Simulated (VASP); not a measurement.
Here is a VASP 6.6.1 calculation.

Contents of INCAR:

```
PREC = Accurate
ENCUT = 520
EDIFF = 1E-7
ISMEAR = 0
SIGMA = 0.1
LREAL = False
LASPH = True
NELM = 80
ALGO = Fast
ISIF = 2
LWAVE = False
LCHARG = False
LDIPOL = True
IDIPOL = 3
DIPOL = 0.5 0.5 0.499
GGA = PS
NBANDS = 24
```

KPOINTS

```
Automatic mesh
0
Gamma
  10 10 1
```

File POSCAR:

```
Au
1.0
    2.8877312819      0.0000000000      0.0000000000
    0.0000000000      2.8877312819      0.0000000000
    0.0000000000      0.0000000000     18.0838687434
Au
3
Direct
    0.5000000000      0.5000000000      0.3870853134
    0.0000000000      0.0000000000      0.4985917753
    0.5000000000      0.5000000000      0.6100982911
```

Potentials or basis: VASP PAW PBE potentials, release 64 (Au).

Launch:

```sh
$ cat potpaw_PBE.64/Au/POTCAR > POTCAR
$ mpirun -np 1 vasp_std > vasp.out
```

Question: Estimate the largest force.

Answer: 0.009 eV/Å.

Forces in eV/Å, atoms in the order of the input:
```
Au   0.000  0.000  0.009
Au   0.000  0.000  0.000
Au   0.000  0.000 -0.009
```

Caveat: the PAW data sets were made with another functional, which shifts forces and pressure a little.
